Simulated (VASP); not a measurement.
# Hf (P6_3/mmc) in VASP: further runs

Runs on Hf. Level: PBE. Tasks: single point.

Everything below comes from runs of VASP 6.6.1. Logs are shortened: lines on timing, memory, paths and dates and some standing lists are left out, and cuts for length are marked.

## 1. The cell of the first run

It takes space group P6_3/mmc (No. 194, hexagonal). Conventional cell: a = 3.045 Å, b = 3.045 Å, c = 4.848 Å, α = 90.00°, β = 90.00°, γ = 120.00°. Hf (site symmetry -6m2) has 12 Hf at 2.99 to 3.05 Å within 3.9 Å.

## 2. Single point, PBE

INCAR

```
ALGO = Normal ; EDIFF = 1E-6
ENCUT = 520 ; GGA = PE
ISIF = 2 ; ISMEAR = 0
LASPH = T ; LCHARG = F
LREAL = F ; LWAVE = F
NBANDS = 17 ; NELM = 80
PREC = Accurate ; SIGMA = 0.1
```

KPOINTS

```
k-points
0
Gamma
  16 16 10
```

POSCAR

```
Hf
1.0
    3.0452365363      0.0000000000      0.0000000000
   -1.5226182681      2.6372522010      0.0000000000
    0.0000000000      0.0000000000      4.8481803252
Hf
2
Direct
    0.3333333333      0.6666666667      0.2500000000
    0.6666666667      0.3333333333      0.7500000000
```

Potentials or basis: VASP PAW PBE potentials, release 64 (Hf_pv).

Launch:

```bash
$ cat potpaw_PBE.64/Hf_pv/POTCAR > POTCAR
$ mpirun -np 1 vasp_std > vasp.out
```

OUTCAR:

```text
EDIFF = 1E-6
   ENCUT = 520
   GGA = PE
   ISIF = 2
   ISMEAR = 0
   LASPH = T
   LREAL = F
   NELM = 80
   PREC = Accurate

 ion  position               nearest neighbor table
   1  0.333  0.667  0.250-   2 2.99   2 2.99   2 2.99   2 2.99   2 2.99   2 2.99
   2  0.667  0.333  0.750-   1 2.99   1 2.99   1 2.99   1 2.99   1 2.99   1 2.99

  LATTYP: Found a hexagonal cell.
 ALAT       =     3.0452365363
 C/A-ratio  =     1.5920537756

  Lattice vectors:

 A1 = (   3.0452365363,   0.0000000000,   0.0000000000)
 A2 = (  -1.5226182681,   2.6372522010,   0.0000000000)
 A3 = (   0.0000000000,   0.0000000000,   4.8481803252)

Analysis of symmetry for initial positions (statically):
=====================================================================
 Subroutine PRICEL returns:
 Original cell was already a primitive cell.

 Routine SETGRP: Setting up the symmetry group for a
 hexagonal supercell.

 Subroutine GETGRP returns: Found 24 space group operations
 (whereof 12 operations were pure point group operations)
 out of a pool of 24 trial point group operations.

The static configuration has the point symmetry D_3d.
 The point group associated with its full space group is D_6h.

Analysis of symmetry for dynamics (positions and initial velocities):
=====================================================================
 Subroutine PRICEL returns:
 Original cell was already a primitive cell.

 Routine SETGRP: Setting up the symmetry group for a
 hexagonal supercell.

 Subroutine GETGRP returns: Found 24 space group operations
 (whereof 12 operations were pure point group operations)
 out of a pool of 24 trial point group operations.

The dynamic configuration has the point symmetry D_3d.
 The point group associated with its full space group is D_6h.

 Subroutine INISYM returns: Found 24 space group operations
 (whereof 12 operations are pure point group operations),
 and found     1 'primitive' translations

----------------------------------------------------------------------------------------

                                     Primitive cell

  volume of cell :      38.9360

  direct lattice vectors                    reciprocal lattice vectors
     3.045236536  0.000000000  0.000000000     0.328381716  0.189591272  0.000000000
    -1.522618268  2.637252201  0.000000000     0.000000000  0.379182544  0.000000000
     0.000000000  0.000000000  4.848180325     0.000000000  0.000000000  0.206262955

  length of vectors
     3.045236536  3.045236536  4.848180325     0.379182544  0.379182544  0.206262955

  position of ions in fractional coordinates (direct lattice)
     0.333333333  0.666666667  0.250000000
     0.666666667  0.333333333  0.750000000

  ion indices of the primitive-cell ions
   primitive index   ion index
                 1           1
                 2           2

----------------------------------------------------------------------------------------

 KPOINTS: k-points

Automatic generation of k-mesh.
 Grid dimensions read from file:
 generate k-points for:   16   16   10

 Generating k-lattice:

  Cartesian coordinates                     Fractional coordinates (reciprocal lattice)
     0.020523857  0.011849455  0.000000000     0.062500000  0.000000000  0.000000000
     0.000000000  0.023698909  0.000000000     0.000000000  0.062500000  0.000000000
     0.000000000  0.000000000  0.020626295     0.000000000  0.000000000  0.100000000

  Length of vectors
     0.023698909  0.023698909  0.020626295

  Shift w.r.t. Gamma in fractional coordinates (k-lattice)
     0.000000000  0.000000000  0.000000000

 Subroutine IBZKPT returns following result:
 ===========================================

 Found    180 irreducible k-points:

 Following reciprocal coordinates:
            Coordinates               Weight
  0.000000  0.000000  0.000000      1.000000
  0.062500  0.000000  0.000000      6.000000
  0.125000  0.000000  0.000000      6.000000
  0.187500 -0.000000  0.000000      6.000000
  0.250000  0.000000  0.000000      6.000000
  0.312500  0.000000  0.000000      6.000000
[... 16 lines left out ...]
  0.187500  0.187500  0.000000      6.000000
  0.250000  0.187500  0.000000     12.000000
 [... further k-points ...]
   k-points           NKPTS =    180   k-points in BZ     NKDIM =    180   number of bands    NBANDS=     17
   number of dos      NEDOS =    301   number of ions     NIONS =      2
   total plane-waves  NPLWV =  20736
   dimension x,y,z NGX =    24 NGY =   24 NGZ =   36
   dimension x,y,z NGXF=    48 NGYF=   48 NGZF=   72
   ions per type =               2
   NGX,Y,Z   is equivalent  to a cutoff of  13.10, 13.10, 12.34 a.u.
   NGXF,Y,Z  is equivalent  to a cutoff of  26.20, 26.20, 24.69 a.u.
 SYSTEM =  unknown system
   PREC   = accura    normal or accurate (medium, high low for compatibility)
   ISTART =      0    job   : 0-new  1-cont  2-samecut
   ICHARG =      2    charge: 1-file 2-atom 10-const
   ISPIN  =      1    spin polarized calculation?
   LNONCOLLINEAR =      F non collinear calculations
   LSORBIT =      F    spin-orbit coupling
   LASPH  =      T    aspherical Exc in radial PAW
   ENCUT  =  520.0 eV  38.22 Ry    6.18 a.u.   5.66  5.66  9.01*2*pi/ulx,y,z
   NELM   =     80;   NELMIN=  2; NELMDL= -5     # of ELM steps
   EDIFF  = 0.1E-05   stopping-criterion for ELM
   LREAL  =      F    real-space projection
   EDIFFG = 0.1E-04   stopping-criterion for IOM
   NSW    =      0    number of steps for IOM
   IBRION =     -1    ionic relax: 0-MD 1-quasi-New 2-CG
   NFREE  =      0    steps in history (QN), initial steepest desc. (CG)
   ISIF   =      2    stress and relaxation
   ISYM   =      2    0-nonsym 1-usesym 2-fastsym
   POTIM  = 0.5000    time-step for ionic-motion
   TEBEG  =    0.0;   TEEND  =   0.0 temperature during run
   PSTRESS=    0.0 pullay stress
   NELECT =      20.0000    total number of electrons
   NUPDOWN=      -1.0000    fix difference up-down
   EMIN   =  10.00;   EMAX   =-10.00  energy-range for DOS
   EFERMI =   0.00;   METHOD = LEGACY
   ISMEAR =     0;   SIGMA  =   0.10  broadening in eV -4-tet -1-fermi 0-gaus
   EFERMI_NEDOS =   21; number of points for ismear=-14 and -15
   IALGO  =     38    algorithm
   IMIX   =      4    mixing-type and parameters
     AMIX     =   0.40;   BMIX     =  1.00
     AMIX_MAG =   1.60;   BMIX_MAG =  1.00
  volume/ion in A,a.u.               =      19.47       131.38
  Fermi-wavevector in a.u.,A,eV,Ry     =   1.311096  2.477611 23.388028  1.718972
  Thomas-Fermi vector in A             =   2.441581
   LORBIT       =      0    0 simple, 1 ext, 2 COOP (PROOUT), +10 PAW based schemes
   GGA     = PE    functional components
   LHFCALC =     F    Hartree Fock is set to
   AEXX    =    0.0000 exact exchange contribution
   IVDW    =     0    specifies the selected vdW correction
   LEPSILON=     F    determine dielectric tensor
   LRPA    =     F    only Hartree local field effects (RPA)
 non-spin polarized calculation
 Gauss-broadening in eV      SIGMA  =   0.10
  energy-cutoff  :      520.00
  volume of cell :       38.94
 maximum number of plane-waves:      1087
 NGX is ok and might be reduce to    24
   NGX = 11   NGY = 11   NGZ = 19

 number of electron      20.0000004 magnetization

 Free energy of the ion-electron system (eV)
  ---------------------------------------------------
  ext. energy  EPLUGINS =         0.00000000
  ---------------------------------------------------
  free energy    TOTEN  =       -19.52548140 eV

  energy without entropy =      -19.51883853  energy(sigma->0) =      -19.52215996

 E-fermi :   5.9442     XC(G=0): -11.9330

 val. band max:        5.9396772744   @ k =   0.2500   0.2500   0.3000
 cond. band min:       5.9486337056   @ k =   0.3750   0.2500   0.3000
 fundamental gap:      0.0089564312
 Fermi energy:         5.9442242492

 k-point     1 :       0.0000    0.0000    0.0000
  band No.  band energies     occupation
      1     -25.1097      2.00000
      2     -23.9488      2.00000
      3     -23.9488      2.00000
      4     -23.7624      2.00000
      5     -23.7595      2.00000
      6     -23.7595      2.00000
[... 9 lines left out ...]
     16       8.9216      0.00000
     17      12.0486      0.00000

 k-point     2 :       0.0625    0.0000    0.0000
  band No.  band energies     occupation
      1     -25.0938      2.00000
      2     -23.9849      2.00000
      3     -23.9606      2.00000
      4     -23.7978      2.00000
      5     -23.7693      2.00000
      6     -23.7641      2.00000
[... 9 lines left out ...]
     16       8.7795      0.00000
     17      12.1703      0.00000

 k-point     3 :       0.1250    0.0000    0.0000
  band No.  band energies     occupation
      1     -25.0474      2.00000
      2     -24.0875      2.00000
      3     -23.9936      2.00000
      4     -23.9044      2.00000
      5     -23.7902      2.00000
      6     -23.7777      2.00000
[... 9 lines left out ...]
     16       8.6139      0.00000
     17      12.4573      0.00000

 k-point     4 :       0.1875   -0.0000    0.0000
  band No.  band energies     occupation
      1     -24.9739      2.00000
      2     -24.2406      2.00000
      3     -24.0579      2.00000
      4     -24.0411      2.00000
      5     -23.8253      2.00000
      6     -23.7996      2.00000
[... 9 lines left out ...]
     16       9.2220      0.00000
     17      12.7792      0.00000
[... 343 lines left out ...]
      1     -24.8394      2.00000
      2     -24.6114      2.00000
      3     -24.4968      2.00000
      4     -24.3038      2.00000
      5     -24.1280      2.00000
      6     -23.9945      2.00000
[... 9 lines left out ...]
     16      13.0766      0.00000
     17      14.2460      0.00000

 k-point    23 :       0.1875    0.1875    0.0000
  band No.  band energies     occupation
      1     -24.7448      2.00000
      2     -24.5070      2.00000
      3     -24.4914      2.00000
      4     -24.1452      2.00000
      5     -23.9590      2.00000
      6     -23.9524      2.00000
[... 9 lines left out ...]
     16      11.7926      0.00000
     17      12.8361      0.00000

 k-point    24 :       0.2500    0.1875    0.0000
  band No.  band energies     occupation
      1     -24.6405      2.00000
      2     -24.6376      2.00000
      3     -24.5453      2.00000
      4     -24.2295      2.00000
      5     -24.0214      2.00000
      6     -24.0205      2.00000
[... 9 lines left out ...]
     16      12.8246      0.00000
     17      12.8906      0.00000

 [... further k-points ...]

------------------------ aborting loop because EDIFF is reached ----------------------------------------

  FORCE on cell =-STRESS in cart. coord.  units (eV):
  Direction    XX          YY          ZZ          XY          YZ          ZX
  --------------------------------------------------------------------------------------
  -------------------------------------------------------------------------------------
  Total        4.7601318      4.7601318      4.7269183      0.0000000      0.0000000     -0.0000000
  in kB      195.8745916    195.8745916    194.5078878      0.0000000      0.0000000     -0.0000000
  external PRESSURE =     195.4190237 kB  Pullay stress =       0.0000000 kB

 VOLUME and BASIS-vectors are now :
 -----------------------------------------------------------------------------
  energy-cutoff  :      520.00
  volume of cell :       38.94
      direct lattice vectors                 reciprocal lattice vectors
     3.045236536  0.000000000  0.000000000     0.328381716  0.189591272  0.000000000
    -1.522618268  2.637252201  0.000000000     0.000000000  0.379182544  0.000000000
     0.000000000  0.000000000  4.848180325     0.000000000  0.000000000  0.206262955

 POSITION                                       TOTAL-FORCE (eV/Angst)
 -----------------------------------------------------------------------------------
     -0.00000      1.75817      1.21205        -0.000000     -0.000000      0.000000
      1.52262      0.87908      3.63614         0.000000      0.000000      0.000000
 -----------------------------------------------------------------------------------
    total drift:                               -0.000000      0.000000     -0.000000

  FREE ENERGIE OF THE ION-ELECTRON SYSTEM (eV)
  ---------------------------------------------------
  free  energy   TOTEN  =       -19.5254814011 eV

  energy  without entropy=      -19.5188385268  energy(sigma->0) =      -19.52215996
```

Run time: 48 s. Hardware: 1 thread of Intel Xeon 6975P-C, shared host; peak memory 0.23 GiB.

What came out:

- Free energy: -19.5255 eV
- Pressure: 19.5 GPa
- Band gap on the k mesh: zero (band 10 reaches 7.14 eV, above the bottom of band 11 at 5.47 eV)

Levels at points of the mesh, in eV from the Fermi level:
```csv
k point,band 7,band 8,band 9,band 10,band 11,band 12,band 13,band 14
"(0.00, 0.00, 0.00)",-7.85,-4.19,1.16,1.20,1.20,1.45,2.17,2.17
"(0.50, 0.00, 0.00)",-3.60,-3.32,-2.73,-0.49,0.77,1.02,1.92,6.90
"(0.00, 0.00, 0.50)",-5.63,-5.63,0.06,0.06,1.09,1.09,1.09,1.09
"(0.50, 0.00, 0.50)",-3.90,-3.90,-1.30,-1.30,1.73,1.73,2.98,2.98
```

Caveat: spin-orbit coupling is left out, which moves the levels of the heavy elements.

## 3. Single point, PBE

This run uses another cell than the first one, of 20.77 Å³/atom, 1.067 times its volume.

INCAR

```
PREC = Accurate
ENCUT = 520
EDIFF = 1E-7
ISMEAR = 0
SIGMA = 0.1
LREAL = False
LASPH = True
NELM = 80
ALGO = Normal
ISIF = 2
LWAVE = False
LCHARG = False
GGA = PE
NBANDS = 17
```

KPOINTS

```
Automatic mesh
0
Gamma
  16 16 10
```

POSCAR

```
Hf
1.0
    3.1163339713      0.0000000000      0.0000000000
   -1.5581669856      2.6988243858      0.0000000000
    0.0000000000      0.0000000000      4.9394314393
Hf
2
Direct
    0.3333333333      0.6666666667      0.2500000000
    0.6666666667      0.3333333333      0.7500000000
```

Potentials or basis: VASP PAW PBE potentials, release 64 (Hf_pv).

Launch:

```bash
$ cat potpaw_PBE.64/Hf_pv/POTCAR > POTCAR
$ mpirun -np 1 vasp_std > vasp.out
```

Run time: 61 s. Hardware: 1 thread of Intel Xeon 6975P-C, shared host; peak memory 0.24 GiB.

Results (log left out):

```yaml
Free_energy: -19.7590 eV
Pressure: 9.5 GPa
Band_gap_on_the_k_mesh: zero (band 10 reaches 6.65 eV, above the bottom of band 11 at 5.06 eV)
```

Stress tensor (GPa, compression positive):
```
9.59 0.00 0.00
0.00 9.59 0.00
0.00 0.00 9.45
```

Levels at points of the mesh, in eV from the Fermi level:
| k point | band 6 | band 7 | band 8 | band 9 | band 10 | band 11 | band 12 | band 13 | band 14 | band 15 |
| --- | --- | --- | --- | --- | --- | --- | --- | --- | --- | --- |
| (0.00, 0.00, 0.00) | -29.94 | -7.64 | -3.96 | 0.90 | 1.19 | 1.19 | 1.48 | 2.10 | 2.10 | 2.81 |
| (0.50, 0.00, 0.00) | -30.05 | -3.48 | -3.04 | -2.48 | -0.66 | 0.78 | 0.95 | 1.81 | 6.41 | 6.97 |
| (0.00, 0.00, 0.50) | -30.02 | -5.53 | -5.53 | 0.11 | 0.11 | 1.08 | 1.08 | 1.08 | 1.08 | 5.18 |
| (0.50, 0.00, 0.50) | -30.19 | -3.66 | -3.66 | -1.14 | -1.14 | 1.44 | 1.44 | 2.82 | 2.82 | 6.59 |

Caveat: spin-orbit coupling is left out, which moves the levels of the heavy elements.
